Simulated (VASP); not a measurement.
# SnSe (Pm-3m) in VASP: further runs, part 2 of 2

VASP 6.6.1. The steps go on from the part before.

### Step 3. Single point, PBE

The input, INCAR:

```
PREC = Accurate ; ENCUT = 500
EDIFF = 1E-6 ; ISMEAR = -1
SIGMA = 0.02 ; LREAL = F
LASPH = T ; NELM = 120
ALGO = Normal ; ISIF = 2
LWAVE = F ; LCHARG = T
GGA = PE ; LELF = T
LVHAR = T ; NBANDS = 17
GGA_COMPAT = F
```

The input, KPOINTS:

```
Automatic mesh
0
Gamma
  6 6 6
```

The input, POSCAR:

```
SnSe
1.0
    3.6653564515      0.0000000000      0.0000000000
    0.0000000000      3.6653564515      0.0000000000
    0.0000000000      0.0000000000      3.6653564515
Sn Se
1 1
Direct
    0.0000000000      0.0000000000      0.0000000000
    0.5000000000      0.5000000000      0.5000000000
```

Potentials or basis: VASP PAW PBE potentials, release 64 (Sn_d, Se).

Run with:

```sh
cat potpaw_PBE.64/Sn_d/POTCAR potpaw_PBE.64/Se/POTCAR > POTCAR
mpirun -np 1 vasp_std > vasp.out
```

OUTCAR:

```text
PREC = Accurate
   ENCUT = 500
   EDIFF = 1E-6
   ISMEAR = -1
   LREAL = F
   LASPH = T
   NELM = 120
   ISIF = 2
   GGA = PE

 ion  position               nearest neighbor table
   1  0.000  0.000  0.000-   2 3.17   2 3.17   2 3.17   2 3.17   2 3.17   2 3.17   2 3.17   2 3.17

   2  0.500  0.500  0.500-   1 3.17   1 3.17   1 3.17   1 3.17   1 3.17   1 3.17   1 3.17   1 3.17

  LATTYP: Found a simple cubic cell.
 ALAT       =     3.6653564515

  Lattice vectors:

 A1 = (   3.6653564515,   0.0000000000,   0.0000000000)
 A2 = (   0.0000000000,   3.6653564515,   0.0000000000)
 A3 = (   0.0000000000,   0.0000000000,   3.6653564515)

Analysis of symmetry for initial positions (statically):
=====================================================================
 Subroutine PRICEL returns:
 Original cell was already a primitive cell.

 Routine SETGRP: Setting up the symmetry group for a
 simple cubic supercell.

[... 156 lines left out ...]
  ---------------------------------------------------
  free energy    TOTEN  =        -7.70658251 eV

  energy without entropy =       -7.70373720  energy(sigma->0) =       -7.70515986

 E-fermi :   6.2585     XC(G=0): -10.2283

 val. band max:        6.2540574091   @ k =   0.5000   0.0000   0.0000
 cond. band min:       6.4886210006   @ k =   0.5000   0.5000   0.3333
 fundamental gap:      0.2345635915
 Fermi energy:         6.2584969697

 k-point     1 :       0.0000    0.0000    0.0000
  band No.  band energies     occupation
      1     -15.2723      2.00000
      2     -15.2723      2.00000
      3     -15.1952      2.00000
      4     -15.1952      2.00000
      5     -15.1952      2.00000
      6      -7.3948      2.00000
[... 377 lines left out ...]
      4     -15.1747      2.00000
      5     -15.1747      2.00000
      6      -5.2774      2.00000
[... 9 lines left out ...]
     16      20.4057      0.00000
     17      24.1239      0.00000

------------------------ aborting loop because EDIFF is reached ----------------------------------------

  FORCE on cell =-STRESS in cart. coord.  units (eV):
  Direction    XX          YY          ZZ          XY          YZ          ZX
  --------------------------------------------------------------------------------------
  -------------------------------------------------------------------------------------
  Total        0.2401059      0.2401059      0.2401059     -0.0000000     -0.0000000      0.0000000
  in kB        7.8120472      7.8120472      7.8120472     -0.0000000     -0.0000000      0.0000000
  external PRESSURE =       7.8120472 kB  Pullay stress =       0.0000000 kB

 VOLUME and BASIS-vectors are now :
 -----------------------------------------------------------------------------
  energy-cutoff  :      500.00
  volume of cell :       49.24
      direct lattice vectors                 reciprocal lattice vectors
     3.665356452  0.000000000  0.000000000     0.272824762  0.000000000  0.000000000
     0.000000000  3.665356452  0.000000000     0.000000000  0.272824762  0.000000000
     0.000000000  0.000000000  3.665356452     0.000000000  0.000000000  0.272824762

 POSITION                                       TOTAL-FORCE (eV/Angst)
 -----------------------------------------------------------------------------------
      0.00000      0.00000      0.00000         0.000000      0.000000      0.000000
      1.83268      1.83268      1.83268         0.000000      0.000000      0.000000
 -----------------------------------------------------------------------------------
    total drift:                               -0.000000      0.000000     -0.000000

  FREE ENERGIE OF THE ION-ELECTRON SYSTEM (eV)
  ---------------------------------------------------
  free  energy   TOTEN  =        -7.7065825129 eV

  energy  without entropy=       -7.7037371972  energy(sigma->0) =       -7.70515986
```

stdout:

```text
POSCAR found type information on POSCAR SnSe
 POSCAR found :  2 types and       2 ions
 scaLAPACK will be used
 LDA part: xc-table for (Slater+PW92), standard interpolation
 POSCAR, INCAR and KPOINTS ok, starting setup
 FFT: planning ... GRIDC
 FFT: planning ... GRID_SOFT
 FFT: planning ... GRID
 WAVECAR not read
 entering main loop
```

It took 8.7 s on 1 thread of Intel Xeon Platinum 8488C (Sapphire Rapids), shared host; peak memory 0.16 GiB.

What came out:

```
Free energy            : -7.7066 eV
Pressure               : 0.8 GPa
Band gap on the k mesh : zero (band 10 reaches 6.69 eV, above the bottom of band 11 at 5.24 eV)
```

Levels at points of the mesh, in eV from the Fermi level:
```
           k point  band 6  band 7  band 8  band 9  band 10  band 11  band 12  band 13  band 14  band 15
(0.00, 0.00, 0.00)  -13.65   -5.64   -1.80   -1.80    -1.80     4.46     4.46     6.19     6.19     6.19
(0.50, 0.00, 0.00)  -12.63   -8.31   -0.51   -0.51     0.00     0.53     3.19     3.19     6.46     7.56
(0.50, 0.50, 0.00)  -11.94   -6.01   -4.95   -4.95    -0.08     4.21     4.21     4.86     6.57     8.66
(0.50, 0.50, 0.50)  -11.54   -4.41   -2.93   -2.93    -2.93    -1.02    -1.02    -1.02    14.15    14.15
```

Caveat: spin-orbit coupling is left out, which moves the levels of the heavy elements.
